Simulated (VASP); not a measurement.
Here is a VASP 6.6.1 calculation.

Contents of INCAR:

```
SYSTEM = HfN
PREC     = Accurate       ! precision mode
ENCUT    = 520            ! plane-wave cutoff, eV
EDIFF    = 1E-6           ! SCF threshold, eV
ISMEAR   = -1             ! smearing method
SIGMA    = 0.03           ! smearing width, eV
LREAL    = .FALSE.        ! projectors in reciprocal space
LASPH    = .TRUE.         ! aspherical terms in the spheres
NELM     = 100            ! most SCF steps
ALGO     = Normal         ! electronic algorithm
ISIF     = 2              ! what is computed and relaxed
LWAVE    = .FALSE.        ! write WAVECAR
LCHARG   = .FALSE.        ! write CHGCAR
GGA      = PE             ! functional
NBANDS   = 14             ! bands
```

Contents of KPOINTS:

```
Automatic mesh
0
G
  10 10 10
  0 0 0
```

File POSCAR:

```
HfN
1.0
    0.0000000000      2.2815900000      2.2590000000
    2.2815900000      0.0000000000      2.2590000000
    2.2815900000      2.2815900000      0.0000000000
Hf N
1 1
Direct
    0.0000000000      0.0000000000      0.0000000000
    0.5000000000      0.5000000000      0.5000000000
```

Potentials or basis: VASP PAW PBE potentials, release 64 (Hf_pv, N).

Run with:

```sh
$ cat potpaw_PBE.64/Hf_pv/POTCAR potpaw_PBE.64/N/POTCAR > POTCAR
$ mpirun -np 1 vasp_std > vasp.out
```

**Question.** Estimate the pressure.

**Answer.** -2.3 GPa.

Stress tensor (GPa, compression positive):
```
-3.58  0.00  0.00
 0.00 -3.58  0.00
 0.00  0.00  0.30
```

Caveat: the cell differs from its parent crystal (equal xx and yy strain of +1 %).
